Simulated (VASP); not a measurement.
# HC20 in VASP: a series of runs

Runs on HC20. Level: LDA. Tasks: single point.

Everything below comes from runs of VASP 6.6.1. Logs are shortened: lines on timing, memory, paths and dates and some standing lists are left out, and cuts for length are marked.

## Step 1: The cell of the first run

The cell holds a slab with vacuum, 42 atoms: a = 7.202 Å, b = 8.468 Å, c = 22.792 Å, α = 90.00°, β = 90.00°, γ = 113.08°.

## Step 2: Single point, LDA

The input, INCAR:

```
SYSTEM = HC20
PREC = Accurate
ENCUT = 520
EDIFF = 1E-6
ISMEAR = 0
SIGMA = 0.05
LREAL = Auto
LASPH = .True.
NELM = 80
ALGO = Fast
ISIF = 2
LWAVE = .False.
LCHARG = .True.
LDIPOL = .True.
IDIPOL = 3
DIPOL = 0.5 0.5 0.290
LELF = .True.
LVHAR = .True.
LVACPOTAV = .True.
NBANDS = 108
```

The input, KPOINTS:

```
regular mesh
0
Gamma
  4 4 1
  0 0 0
```

The input, POSCAR:

```
HC20
1.0
    7.2015518731      0.0000000000      0.0000000000
   -3.3194130427      7.7907812636      0.0000000000
    0.0000000000      0.0000000000     22.7916832250
C H
40 2
Direct
    0.2501129010      0.1667043003      0.1755026147
    0.2501129010      0.6667043003      0.1755026147
    0.7501129009      0.1667043003      0.1755026147
    0.7501129009      0.6667043003      0.1755026147
    0.2498870990      0.3332956997      0.1755026147
    0.2498870990      0.8332956997      0.1755026147
    0.7498870990      0.3332956997      0.1755026147
    0.7498870990      0.8332956997      0.1755026147
    0.2501129010      0.4167043003      0.2291325538
    0.2501129010      0.9167043003      0.2291325538
    0.7501129009      0.4167043003      0.2291325538
    0.7501129009      0.9167043003      0.2291325538
    0.2498870990      0.0832956997      0.2291325538
    0.2498870991      0.5832956997      0.2291325538
    0.7498870990      0.0832956997      0.2291325538
    0.7498870990      0.5832956997      0.2291325538
    0.2500458055      0.1676520614      0.2827258575
    0.2500458055      0.6676520614      0.2827258575
    0.7500458055      0.1676520614      0.2827258575
    0.7500458055      0.6676520614      0.2827258575
    0.2499541945      0.3323479386      0.2827258575
    0.2499541945      0.8323479386      0.2827258575
    0.7499541945      0.3323479386      0.2827258575
    0.7499541945      0.8323479386      0.2827258575
    0.2500622594      0.4183368654      0.3365410697
    0.2500622594      0.9183368654      0.3365410697
    0.7500622594      0.4183368654      0.3365410697
    0.7500622594      0.9183368654      0.3365410697
    0.2499377406      0.0816631346      0.3365410697
    0.2499377406      0.5816631346      0.3365410697
    0.7499377406      0.0816631346      0.3365410697
    0.7499377406      0.5816631346      0.3365410697
    0.2501903787      0.1771682769      0.3857408485
    0.2501903787      0.6771682769      0.3857408485
    0.7501903787      0.1771682769      0.3857408485
    0.7501903787      0.6771682769      0.3857408485
    0.2498096213      0.3228317231      0.3857408485
    0.2498096213      0.8228317231      0.3857408485
    0.7498096213      0.3228317231      0.3857408485
    0.7498096213      0.8228317231      0.3857408485
    0.9998096213      0.2136619033      0.4476055201
    0.9998096213      0.4320015429      0.4476055201
```

Potentials or basis: VASP PAW LDA potentials, release 64 (C, H).

The run is started by

```console
$ cat potpaw_LDA.64/C/POTCAR potpaw_LDA.64/H/POTCAR > POTCAR
$ mpirun -np 1 vasp_std > vasp.out
```

OUTCAR:

```text
SYSTEM = HC20
   PREC = Accurate
   ENCUT = 520
   EDIFF = 1E-6
   ISMEAR = 0
   LREAL = Auto
   LASPH = .True.
   NELM = 80
   ISIF = 2

 ion  position               nearest neighbor table
   1  0.250  0.167  0.176-   5 1.41  13 1.41
   2  0.250  0.667  0.176-   6 1.41  14 1.41
   3  0.750  0.167  0.176-   7 1.41  15 1.41
   4  0.750  0.667  0.176-   8 1.41  16 1.41
   5  0.250  0.333  0.176-   1 1.41   9 1.41
   6  0.250  0.833  0.176-   2 1.41  10 1.41
   7  0.750  0.333  0.176-   3 1.41  11 1.41
   8  0.750  0.833  0.176-   4 1.41  12 1.41
   9  0.250  0.417  0.229-  14 1.41   5 1.41  21 1.41
  10  0.250  0.917  0.229-  13 1.41   6 1.41  22 1.41
  11  0.750  0.417  0.229-  16 1.41   7 1.41  23 1.41
  12  0.750  0.917  0.229-  15 1.41   8 1.41  24 1.41
  13  0.250  0.083  0.229-  10 1.41   1 1.41  17 1.41
  14  0.250  0.583  0.229-   9 1.41   2 1.41  18 1.41
[... 16 lines left out ...]
  31  0.750  0.082  0.337-  35 1.38  28 1.38  19 1.43
  32  0.750  0.582  0.337-  36 1.38  27 1.38  20 1.43
  33  0.250  0.177  0.386-  37 1.23  29 1.38
  34  0.250  0.677  0.386-  38 1.23  30 1.38
  35  0.750  0.177  0.386-  39 1.23  31 1.38
  36  0.750  0.677  0.386-  40 1.23  32 1.38
  37  0.250  0.323  0.386-  33 1.23  25 1.38
  38  0.250  0.823  0.386-  34 1.23  26 1.38
  39  0.750  0.323  0.386-  35 1.23  27 1.38
  40  0.750  0.823  0.386-  36 1.23  28 1.38
  41  1.000  0.214  0.448-
  42  1.000  0.432  0.448-

  LATTYP: Found a simple monoclinic cell.
 ALAT       =     7.2015518731
 B/A-ratio  =     3.1648294182
 C/A-ratio  =     1.1759212235
 COS(beta)  =    -0.3919737412

  Lattice vectors:

 A1 = (   7.2015518731,   0.0000000000,   0.0000000000)
 A2 = (   0.0000000000,   0.0000000000, -22.7916832250)
 A3 = (  -3.3194130427,   7.7907812636,   0.0000000000)

Analysis of symmetry for initial positions (statically):
=====================================================================
 Subroutine PRICEL returns:
 Original cell was already a primitive cell.

 Routine SETGRP: Setting up the symmetry group for a
 simple monoclinic supercell.

 Subroutine GETGRP returns: Found  1 space group operations
 (whereof  1 operations were pure point group operations)
 out of a pool of  4 trial point group operations.

The static configuration has the point symmetry C_1 .

Analysis of symmetry for dynamics (positions and initial velocities):
=====================================================================
 Subroutine PRICEL returns:
 Original cell was already a primitive cell.

 Routine SETGRP: Setting up the symmetry group for a
 simple monoclinic supercell.

 Subroutine GETGRP returns: Found  1 space group operations
 (whereof  1 operations were pure point group operations)
 out of a pool of  4 trial point group operations.

The dynamic configuration has the point symmetry C_1 .

 Subroutine INISYM returns: Found  1 space group operations
 (whereof  1 operations are pure point group operations),
 and found     1 'primitive' translations

----------------------------------------------------------------------------------------

                                     Primitive cell

  volume of cell :    1278.7437

  direct lattice vectors                    reciprocal lattice vectors
     7.201551873  0.000000000  0.000000000     0.138858960  0.059163545  0.000000000
    -3.319413043  7.790781264  0.000000000     0.000000000  0.128356832  0.000000000
     0.000000000  0.000000000 22.791683225     0.000000000  0.000000000  0.043875654

  length of vectors
     7.201551873  8.468457690 22.791683225     0.150937523  0.128356832  0.043875654

  position of ions in fractional coordinates (direct lattice)
     0.250112901  0.166704300  0.175502615
     0.250112901  0.666704300  0.175502615
     0.750112901  0.166704300  0.175502615
     0.750112901  0.666704300  0.175502615
     0.249887099  0.333295700  0.175502615
     0.249887099  0.833295700  0.175502615
[... 34 lines left out ...]
     0.999809621  0.213661903  0.447605520
     0.999809621  0.432001543  0.447605520

  ion indices of the primitive-cell ions
   primitive index   ion index
                 1           1
                 2           2
                 3           3
                 4           4
                 5           5
                 6           6
[... 34 lines left out ...]
                41          41
                42          42

----------------------------------------------------------------------------------------

 KPOINTS: regular mesh

Automatic generation of k-mesh.
 Grid dimensions read from file:
 generate k-points for:    4    4    1

 Generating k-lattice:

  Cartesian coordinates                     Fractional coordinates (reciprocal lattice)
     0.034714740  0.014790886  0.000000000     0.250000000  0.000000000  0.000000000
     0.000000000  0.032089208  0.000000000     0.000000000  0.250000000  0.000000000
     0.000000000  0.000000000  0.043875654     0.000000000  0.000000000  1.000000000

  Length of vectors
     0.037734381  0.032089208  0.043875654

  Shift w.r.t. Gamma in fractional coordinates (k-lattice)
     0.000000000  0.000000000  0.000000000

 Subroutine IBZKPT returns following result:
 ===========================================

 Found     10 irreducible k-points:

 Following reciprocal coordinates:
            Coordinates               Weight
  0.000000  0.000000  0.000000      1.000000
  0.250000  0.000000  0.000000      2.000000
  0.500000  0.000000  0.000000      1.000000
  0.000000  0.250000  0.000000      2.000000
  0.250000  0.250000  0.000000      2.000000
  0.500000  0.250000  0.000000      2.000000
 -0.250000  0.250000  0.000000      2.000000
  0.000000  0.500000  0.000000      1.000000
  0.250000  0.500000  0.000000      2.000000
  0.500000  0.500000  0.000000      1.000000
   k-points           NKPTS =     10   k-points in BZ     NKDIM =     10   number of bands    NBANDS=    108
   number of dos      NEDOS =    301   number of ions     NIONS =     42
   total plane-waves  NPLWV = 622080
   dimension x,y,z NGX =    54 NGY =   64 NGZ =  180
   dimension x,y,z NGXF=   108 NGYF=  128 NGZF=  360
   ions per type =              40   2
   NGX,Y,Z   is equivalent  to a cutoff of  12.47, 12.56, 13.13 a.u.
   NGXF,Y,Z  is equivalent  to a cutoff of  24.93, 25.13, 26.26 a.u.
 SYSTEM =  HC20
   PREC   = accura    normal or accurate (medium, high low for compatibility)
   ISTART =      0    job   : 0-new  1-cont  2-samecut
   ICHARG =      2    charge: 1-file 2-atom 10-const
   ISPIN  =      1    spin polarized calculation?
   LNONCOLLINEAR =      F non collinear calculations
   LSORBIT =      F    spin-orbit coupling
   LASPH  =      T    aspherical Exc in radial PAW
   ENCUT  =  520.0 eV  38.22 Ry    6.18 a.u.  13.39 15.75 42.38*2*pi/ulx,y,z
   NELM   =     80;   NELMIN=  2; NELMDL= -5     # of ELM steps
   EDIFF  = 0.1E-05   stopping-criterion for ELM
   LREAL  =      T    real-space projection
   EDIFFG = 0.1E-04   stopping-criterion for IOM
   NSW    =      0    number of steps for IOM
[... 5 lines left out ...]
   TEBEG  =    0.0;   TEEND  =   0.0 temperature during run
   PSTRESS=    0.0 pullay stress
   NELECT =     162.0000    total number of electrons
   NUPDOWN=      -1.0000    fix difference up-down
   EMIN   =  10.00;   EMAX   =-10.00  energy-range for DOS
   EFERMI =   0.00;   METHOD = LEGACY
   ISMEAR =     0;   SIGMA  =   0.05  broadening in eV -4-tet -1-fermi 0-gaus
   EFERMI_NEDOS =   21; number of points for ismear=-14 and -15
   IALGO  =     68    algorithm
   IMIX   =      4    mixing-type and parameters
     AMIX     =   0.40;   BMIX     =  1.00
     AMIX_MAG =   1.60;   BMIX_MAG =  1.00
  volume/ion in A,a.u.               =      30.45       205.46
  Fermi-wavevector in a.u.,A,eV,Ry     =   0.822215  1.553761  9.198046  0.676037
  Thomas-Fermi vector in A             =   1.933511
   LORBIT       =      0    0 simple, 1 ext, 2 COOP (PROOUT), +10 PAW based schemes
   GGA     = CA    functional components
   LHFCALC =     F    Hartree Fock is set to
   AEXX    =    0.0000 exact exchange contribution
   IVDW    =     0    specifies the selected vdW correction
   LEPSILON=     F    determine dielectric tensor
   LRPA    =     F    only Hartree local field effects (RPA)
 non-spin polarized calculation
 RMM-DIIS sequential band-by-band and
 Gauss-broadening in eV      SIGMA  =   0.05
  energy-cutoff  :      520.00
  volume of cell :     1278.74
 maximum number of plane-waves:     34461
 NGX is ok and might be reduce to    54
   NGX = 27   NGY = 31   NGZ = 85

 dipolmoment           0.000000      0.000000      0.832798 electrons x Angstroem

 number of electron     162.0000011 magnetization

 dipolmoment           0.000000      0.000000     -0.211448 electrons x Angstroem

 Free energy of the ion-electron system (eV)
  ---------------------------------------------------
  ext. energy  EPLUGINS =         0.00000000
  ---------------------------------------------------
  free energy    TOTEN  =      -365.88093798 eV

  energy without entropy =     -365.86925411  energy(sigma->0) =     -365.87509604

 E-fermi :  -3.4389     XC(G=0):  -3.8285

 val. band max:       -3.4802533797   @ k =   0.5000   0.0000   0.0000
 cond. band min:      -3.4351522229   @ k =   0.0000   0.0000   0.0000
 fundamental gap:      0.0451011568
 Fermi energy:        -3.4389497971

 k-point     1 :       0.0000    0.0000    0.0000
  band No.  band energies     occupation
      1     -22.1634      2.00000
      2     -21.8325      2.00000
      3     -20.7775      2.00000
      4     -20.6249      2.00000
      5     -20.4962      2.00000
      6     -20.3439      2.00000
[... 85 lines left out ...]
     92      -1.5058      0.00000
     93      -1.1193      0.00000

 k-point     2 :       0.2500    0.0000    0.0000
  band No.  band energies     occupation
      1     -22.1183      2.00000
      2     -21.8835      2.00000
      3     -20.7805      2.00000
      4     -20.6725      2.00000
      5     -20.4476      2.00000
      6     -20.3377      2.00000
[... 757 lines left out ...]
     92      -0.6905      0.00000
     93      -0.5936      0.00000

 k-point    10 :       0.5000    0.5000    0.0000
  band No.  band energies     occupation
      1     -21.7375      2.00000
      2     -21.7073      2.00000
      3     -21.5729      2.00000
      4     -21.5465      2.00000
      5     -19.9270      2.00000
      6     -19.8862      2.00000
[... 85 lines left out ...]
     92      -0.6699      0.00000
     93      -0.4912      0.00000
 [bands above 93 left out]

------------------------ aborting loop because EDIFF is reached ----------------------------------------

  FORCE on cell =-STRESS in cart. coord.  units (eV):
  Direction    XX          YY          ZZ          XY          YZ          ZX
  --------------------------------------------------------------------------------------
  -------------------------------------------------------------------------------------
  Total       -2.8323724     -5.4293888     -9.3659487      0.3196797      0.9255788      0.5235875
  in kB       -3.5487666     -6.8026484    -11.7348853      0.4005366      1.1596861      0.6560188
  external PRESSURE =      -7.3621001 kB  Pullay stress =       0.0000000 kB

 VOLUME and BASIS-vectors are now :
 -----------------------------------------------------------------------------
  energy-cutoff  :      520.00
  volume of cell :     1278.74
      direct lattice vectors                 reciprocal lattice vectors
     7.201551873  0.000000000  0.000000000     0.138858960  0.059163545  0.000000000
    -3.319413043  7.790781264  0.000000000     0.000000000  0.128356832  0.000000000
     0.000000000  0.000000000 22.791683225     0.000000000  0.000000000  0.043875654

 POSITION                                       TOTAL-FORCE (eV/Angst)
 -----------------------------------------------------------------------------------
      1.24784      1.29876      4.00000        -2.636566      6.400372      1.096994
     -0.41187      5.19415      4.00000        -2.730868      6.280854      1.096202
      4.84862      1.29876      4.00000        -2.738370      6.355277      1.093567
      3.18891      5.19415      4.00000        -2.680614      6.410551      1.168821
      0.69323      2.59663      4.00000         2.632734     -6.353025      1.115172
     -0.96648      6.49202      4.00000         2.754212     -6.324529      1.107222
[... 34 lines left out ...]
      6.49095      1.66459     10.20168        -0.434785      1.792543     -0.671010
      5.76619      3.36563     10.20168         0.733457     -0.982481     -0.354189
 -----------------------------------------------------------------------------------
    total drift:                               -0.000042      0.000086     -0.042534

  FREE ENERGIE OF THE ION-ELECTRON SYSTEM (eV)
  ---------------------------------------------------
  free  energy   TOTEN  =      -365.8809379785 eV

  energy  without entropy=     -365.8692541075  energy(sigma->0) =     -365.87509604

 vacuum level on the upper side and lower side of the slab         2.536         3.219
```

Run time: 72 min. Hardware: 1 thread of Oxide Virtual Turin-like, shared host; peak memory 1.3 GiB.

What came out:

| Quantity | Value |
| --- | --- |
| Free energy | -365.8809 eV |
| Largest force | 7.046 eV/Å |

Forces in eV/Å, atoms in the order of the input:
```
C   -2.637  6.400  1.097
C   -2.731  6.281  1.096
C   -2.738  6.355  1.094
C   -2.681  6.411  1.169
C    2.633 -6.353  1.115
C    2.754 -6.325  1.107
C    2.705 -6.358  1.069
C    2.674 -6.399  1.158
C   -0.116  0.407 -1.197
C   -0.162  0.370 -1.146
C   -0.129  0.344 -1.140
C   -0.162  0.359 -1.208
C    0.112 -0.359 -1.136
C    0.177 -0.381 -1.157
C    0.154 -0.331 -1.136
C    0.125 -0.388 -1.220
C   -0.079 -0.105 -0.109
C    0.018 -0.064 -0.017
C    0.092  0.011 -0.172
C    0.016 -0.010  0.014
C   -0.004  0.036  0.039
C   -0.073 -0.006 -0.062
C    0.101  0.037 -0.146
C    0.017  0.036  0.004
C   -0.081  0.219 -0.184
C    0.162 -0.069  0.065
C   -0.019 -0.153 -0.107
C   -0.046 -0.034 -0.003
C    0.025  0.185 -0.067
C    0.126 -0.054 -0.116
C   -0.267  0.154 -0.142
C   -0.081 -0.045  0.002
C    0.697 -1.386  0.232
C   -0.036 -0.934  0.444
C    1.017 -1.985  0.396
C    0.155 -0.361  0.133
C   -0.980  0.707  0.593
C   -0.342  0.717  0.167
C   -0.581  1.868  0.332
C   -0.112  0.391  0.164
H   -0.435  1.793 -0.671
H    0.733 -0.982 -0.354
```

(Part 1 of 2 ends here.)
